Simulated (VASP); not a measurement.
# MgF2 (P4_2/mnm) in VASP: a series of runs, part 3 of 3

VASP 6.6.1. The steps go on from the part before.

### Step 4. Relaxation of shape and atoms at fixed volume, PBEsol (11.64 Å³/atom)

This run uses another cell than the first one, of 11.64 Å³/atom.

The input, INCAR:

```
SYSTEM = MgF2
PREC     = Accurate       ! precision mode
ENCUT    = 600            ! plane-wave cutoff, eV
EDIFF    = 1E-7           ! SCF threshold, eV
ISMEAR   = 0              ! smearing method
SIGMA    = 0.02           ! smearing width, eV
LREAL    = .False.        ! projectors in reciprocal space
LASPH    = .True.         ! aspherical terms in the spheres
NELM     = 120            ! most SCF steps
ALGO     = Normal         ! electronic algorithm
ISIF     = 4              ! what is computed and relaxed
LWAVE    = .False.        ! write WAVECAR
LCHARG   = .False.        ! write CHGCAR
GGA      = PS             ! functional
IBRION   = 2              ! ionic algorithm
NSW      = 50             ! ionic steps
EDIFFG   = -0.01          ! ionic threshold
GGA_COMPAT= .False.      
NELMIN   = 4
```

The input, KPOINTS:

```
Automatic mesh
0
Gamma
  6 6 8
  0 0 0
```

The input, POSCAR:

```
MgF2
1.0
    4.7337584810      0.0000000000      0.0000000000
    0.0000000000      4.7337584810      0.0000000000
    0.0000000000      0.0000000000      3.1169886663
Mg F
2 4
Direct
    0.0000000000      0.0000000000      0.0000000000
    0.5000000000      0.5000000000      0.5000000000
    0.3040321441      0.3040321441      0.0000000000
    0.1959678559      0.8040321441      0.5000000000
    0.6959678559      0.6959678559      0.0000000000
    0.8040321441      0.1959678559      0.5000000000
```

Potentials or basis: VASP PAW PBE potentials, release 64 (Mg, F).

Command:

```
> cat potpaw_PBE.64/Mg/POTCAR potpaw_PBE.64/F/POTCAR > POTCAR
> mpirun -np 1 vasp_std > vasp.out
```

OUTCAR:

```text
SYSTEM = MgF2
   PREC = Accurate
   ENCUT = 600
   EDIFF = 1E-7
   ISMEAR = 0
   LREAL = .False.
   LASPH = .True.
   NELM = 120
   ISIF = 4
   GGA = PS
   IBRION = 2
   NSW = 50
   EDIFFG = -0.01
   NELMIN = 4

 ion  position               nearest neighbor table
   1  0.000  0.000  0.000-   3 2.04   5 2.04   4 2.04   6 2.04   4 2.04   6 2.04
   2  0.500  0.500  0.500-   4 2.04   6 2.04   5 2.04   3 2.04   3 2.04   5 2.04
   3  0.304  0.304  0.000-   1 2.04   2 2.04   2 2.04
   4  0.196  0.804  0.500-   2 2.04   1 2.04   1 2.04
   5  0.696  0.696  0.000-   1 2.04   2 2.04   2 2.04
   6  0.804  0.196  0.500-   2 2.04   1 2.04   1 2.04

  LATTYP: Found a simple tetragonal cell.
 ALAT       =     4.7337584810
 C/A-ratio  =     0.6584595895

  Lattice vectors:

 A1 = (   4.7337584810,   0.0000000000,   0.0000000000)
 A2 = (   0.0000000000,   4.7337584810,   0.0000000000)
 A3 = (   0.0000000000,   0.0000000000,   3.1169886663)

Analysis of symmetry for initial positions (statically):
=====================================================================
 Subroutine PRICEL returns:
 Original cell was already a primitive cell.

 Routine SETGRP: Setting up the symmetry group for a
 simple tetragonal supercell.

 Subroutine GETGRP returns: Found 16 space group operations
 (whereof  8 operations were pure point group operations)
 out of a pool of 16 trial point group operations.

The static configuration has the point symmetry D_2h.
 The point group associated with its full space group is D_4h.

Analysis of symmetry for dynamics (positions and initial velocities):
=====================================================================
 Subroutine PRICEL returns:
 Original cell was already a primitive cell.

 Routine SETGRP: Setting up the symmetry group for a
 simple tetragonal supercell.

 Subroutine GETGRP returns: Found 16 space group operations
 (whereof  8 operations were pure point group operations)
 out of a pool of 16 trial point group operations.

The dynamic configuration has the point symmetry D_2h.
 The point group associated with its full space group is D_4h.

 Subroutine INISYM returns: Found 16 space group operations
 (whereof  8 operations are pure point group operations),
 and found     1 'primitive' translations

----------------------------------------------------------------------------------------

                                     Primitive cell

  volume of cell :      69.8469

  direct lattice vectors                    reciprocal lattice vectors
     4.733758481  0.000000000  0.000000000     0.211248631  0.000000000  0.000000000
     0.000000000  4.733758481  0.000000000     0.000000000  0.211248631  0.000000000
     0.000000000  0.000000000  3.116988666     0.000000000  0.000000000  0.320822469

  length of vectors
     4.733758481  4.733758481  3.116988666     0.211248631  0.211248631  0.320822469

  position of ions in fractional coordinates (direct lattice)
     0.000000000  0.000000000  0.000000000
     0.500000000  0.500000000  0.500000000
     0.304032144  0.304032144  0.000000000
     0.195967856  0.804032144  0.500000000
     0.695967856  0.695967856  0.000000000
     0.804032144  0.195967856  0.500000000

[... 60 lines left out ...]
  0.500000  0.000000  0.250000      4.000000
 [... further k-points ...]
   k-points           NKPTS =     50   k-points in BZ     NKDIM =     50   number of bands    NBANDS=     20
   number of dos      NEDOS =    301   number of ions     NIONS =      6
   total plane-waves  NPLWV =  44800
   dimension x,y,z NGX =    40 NGY =   40 NGZ =   28
   dimension x,y,z NGXF=    80 NGYF=   80 NGZF=   56
   ions per type =               2   4
   NGX,Y,Z   is equivalent  to a cutoff of  14.05, 14.05, 14.93 a.u.
   NGXF,Y,Z  is equivalent  to a cutoff of  28.10, 28.10, 29.87 a.u.
 SYSTEM =  MgF2
   PREC   = accura    normal or accurate (medium, high low for compatibility)
   ISTART =      0    job   : 0-new  1-cont  2-samecut
   ICHARG =      2    charge: 1-file 2-atom 10-const
   ISPIN  =      1    spin polarized calculation?
   LNONCOLLINEAR =      F non collinear calculations
   LSORBIT =      F    spin-orbit coupling
   LASPH  =      T    aspherical Exc in radial PAW
   ENCUT  =  600.0 eV  44.10 Ry    6.64 a.u.   9.45  9.45  6.23*2*pi/ulx,y,z
   NELM   =    120;   NELMIN=  4; NELMDL= -5     # of ELM steps
   EDIFF  = 0.1E-06   stopping-criterion for ELM
   LREAL  =      F    real-space projection
   EDIFFG = -.1E-01   stopping-criterion for IOM
   NSW    =     50    number of steps for IOM
   IBRION =      2    ionic relax: 0-MD 1-quasi-New 2-CG
   NFREE  =      1    steps in history (QN), initial steepest desc. (CG)
   ISIF   =      4    stress and relaxation
   ISYM   =      2    0-nonsym 1-usesym 2-fastsym
   POTIM  = 0.5000    time-step for ionic-motion
   TEBEG  =    0.0;   TEEND  =   0.0 temperature during run
   PSTRESS=    0.0 pullay stress
   NELECT =      32.0000    total number of electrons
   NUPDOWN=      -1.0000    fix difference up-down
   EMIN   =  10.00;   EMAX   =-10.00  energy-range for DOS
   EFERMI =   0.00;   METHOD = LEGACY
   ISMEAR =     0;   SIGMA  =   0.02  broadening in eV -4-tet -1-fermi 0-gaus
   EFERMI_NEDOS =   21; number of points for ismear=-14 and -15
   IALGO  =     38    algorithm
   IMIX   =      4    mixing-type and parameters
     AMIX     =   0.40;   BMIX     =  1.00
     AMIX_MAG =   1.60;   BMIX_MAG =  1.00
  volume/ion in A,a.u.               =      11.64        78.56
  Fermi-wavevector in a.u.,A,eV,Ry     =   1.262047  2.384924 21.670867  1.592764
  Thomas-Fermi vector in A             =   2.395476
   LORBIT       =      0    0 simple, 1 ext, 2 COOP (PROOUT), +10 PAW based schemes
   GGA     = PS    functional components
   LHFCALC =     F    Hartree Fock is set to
   AEXX    =    0.0000 exact exchange contribution
   IVDW    =     0    specifies the selected vdW correction
   LEPSILON=     F    determine dielectric tensor
   LRPA    =     F    only Hartree local field effects (RPA)
 conjugate gradient relaxation of ions
 non-spin polarized calculation
 Gauss-broadening in eV      SIGMA  =   0.02
  energy-cutoff  :      600.00
  volume of cell :       69.85
 maximum number of plane-waves:      2353
 NGX is ok and might be reduce to    40
   NGX = 19   NGY = 19   NGZ = 13

--------------------------------------- Ionic step        1  -------------------------------------------

 number of electron      31.9999987 magnetization

 Free energy of the ion-electron system (eV)
  ---------------------------------------------------
  ext. energy  EPLUGINS =         0.00000000
  ---------------------------------------------------
  free energy    TOTEN  =       -32.53455885 eV

  energy without entropy =      -32.53455885  energy(sigma->0) =      -32.53455885

------------------------ aborting loop because EDIFF is reached ----------------------------------------

  FORCE on cell =-STRESS in cart. coord.  units (eV):
  Direction    XX          YY          ZZ          XY          YZ          ZX
  --------------------------------------------------------------------------------------
  -------------------------------------------------------------------------------------
  Total       -2.5225537     -2.5225537     -2.7794857     -0.0000000      0.0000000      0.0000000
  in kB      -57.8633525    -57.8633525    -63.7569619     -0.0000000      0.0000000      0.0000000
  external PRESSURE =     -59.8278890 kB  Pullay stress =       0.0000000 kB
[... 67 lines left out ...]
--------------------------------------- Ionic step        3  -------------------------------------------

 number of electron      31.9999991 magnetization

 Free energy of the ion-electron system (eV)
  ---------------------------------------------------
  ext. energy  EPLUGINS =         0.00000000
  ---------------------------------------------------
  free energy    TOTEN  =       -32.53552200 eV

  energy without entropy =      -32.53552200  energy(sigma->0) =      -32.53552200

 E-fermi :  -1.5591     XC(G=0):  -9.6517

 val. band max:       -1.7066812831   @ k =   0.0000   0.0000   0.0000
 cond. band min:       4.7948089512   @ k =   0.0000   0.0000   0.0000
 fundamental gap:      6.5014902343
 Fermi energy:        -1.5591065517

 k-point     1 :       0.0000    0.0000    0.0000
  band No.  band energies     occupation
      1     -22.1157      2.00000
      2     -21.4095      2.00000
      3     -21.4095      2.00000
      4     -21.3440      2.00000
      5      -5.5838      2.00000
      6      -3.9684      2.00000
[... 541 lines left out ...]
     19      12.1755      0.00000
     20      12.1755      0.00000

 [... further k-points ...]

------------------------ aborting loop because EDIFF is reached ----------------------------------------

  FORCE on cell =-STRESS in cart. coord.  units (eV):
  Direction    XX          YY          ZZ          XY          YZ          ZX
  --------------------------------------------------------------------------------------
  -------------------------------------------------------------------------------------
  Total       -2.5446070     -2.5446070     -2.5578098      0.0000000      0.0000000      0.0000000
  in kB      -58.3692189    -58.3692189    -58.6720701      0.0000000      0.0000000      0.0000000
  external PRESSURE =     -58.4701693 kB  Pullay stress =       0.0000000 kB
[... 21 lines left out ...]
  FREE ENERGIE OF THE ION-ELECTRON SYSTEM (eV)
  ---------------------------------------------------
  free  energy   TOTEN  =       -32.5355219962 eV

  energy  without entropy=      -32.5355219962  energy(sigma->0) =      -32.53552200

 reached required accuracy - stopping structural energy minimisation
```

It took 84 s on 1 thread of AMD EPYC 9R45 (Zen 5), shared host; peak memory 0.22 GiB.

Results:

| Quantity | Value |
| --- | --- |
| Free energy | -32.5355 eV |
| Energy gained by relaxing | 0.2 meV/atom |
| Ionic steps | 3 |
| Pressure after relaxing | -5.8 GPa |
| Band gap on the k mesh | 6.50 eV |

The path:
```tsv
step	energy change (eV)	largest force (eV/Å)	pressure (GPa)	volume (Å³)
1	0.0000	0.0474	-5.98	69.85
2	-0.0006	0.0274	-5.93	69.85
3	-0.0010	0.0016	-5.85	69.85
```

Final structure:
```cif
data_structure
_symmetry_space_group_name_H-M 'P 1'
_symmetry_Int_Tables_number 1
_cell_length_a 4.7417
_cell_length_b 4.7417
_cell_length_c 3.1065
_cell_angle_alpha 90.000
_cell_angle_beta 90.000
_cell_angle_gamma 90.000
_cell_volume 69.85
loop_
_atom_site_label
_atom_site_type_symbol
_atom_site_fract_x
_atom_site_fract_y
_atom_site_fract_z
_atom_site_occupancy
Mg1 Mg 0.00000 0.00000 0.00000 1
Mg2 Mg 0.50000 0.50000 0.50000 1
F1 F 0.30486 0.30486 0.00000 1
F2 F 0.19514 0.80486 0.50000 1
F3 F 0.69514 0.69514 0.00000 1
F4 F 0.80486 0.19514 0.50000 1
```

Levels at points of the mesh, in eV from the valence-band top:
```tsv
k point	band 13	band 14	band 15	band 16	band 17	band 18	band 19	band 20
(0.00, 0.00, 0.00)	-0.73	-0.31	-0.31	0.00	6.50	11.63	11.63	13.11
(0.50, 0.00, 0.00)	-0.94	-0.94	-0.36	-0.36	8.84	8.84	12.85	12.85
(0.50, 0.50, 0.00)	-0.87	-0.87	-0.71	-0.71	10.39	10.39	10.67	10.67
(0.00, 0.00, 0.50)	-1.02	-1.02	-0.79	-0.79	11.15	11.15	14.31	14.31
(0.50, 0.00, 0.50)	-0.69	-0.69	-0.61	-0.61	12.07	12.07	12.66	12.66
(0.50, 0.50, 0.50)	-0.55	-0.55	-0.47	-0.47	12.46	12.46	12.75	12.75
```

Caveat: the PAW data sets were made with another functional, which shifts forces and pressure a little. A k mesh can miss the band edges.

### Step 5. Overview

| cell | gap on the mesh (eV) | pressure (GPa) |
| --- | --- | --- |
| relaxed from a = 4.592, b = 4.592, c = 3.031 Å, 6 atoms, atomic positions A | 7.07 | 2.2 |
| relaxed from a = 4.685, b = 4.685, c = 3.093 Å, 6 atoms, atomic positions A | 6.68 | -3.6 |
| relaxed from a = 4.734, b = 4.734, c = 3.117 Å, 6 atoms, atomic positions B | 6.50 | -5.8 |

Alike in all rows: task relaxation of shape and atoms at fixed volume; level PBEsol; potentials or basis VASP PAW PBE potentials, release 64 (Mg, F); no spin polarisation; k mesh 6 × 6 × 8; cutoff (eV) 600; smearing gaussian 0.02 eV.

Caveats: the PAW data sets were made with another functional, which shifts forces and pressure a little.

Total energies depend on the potentials used, so only differences within one code and one set of settings carry meaning.
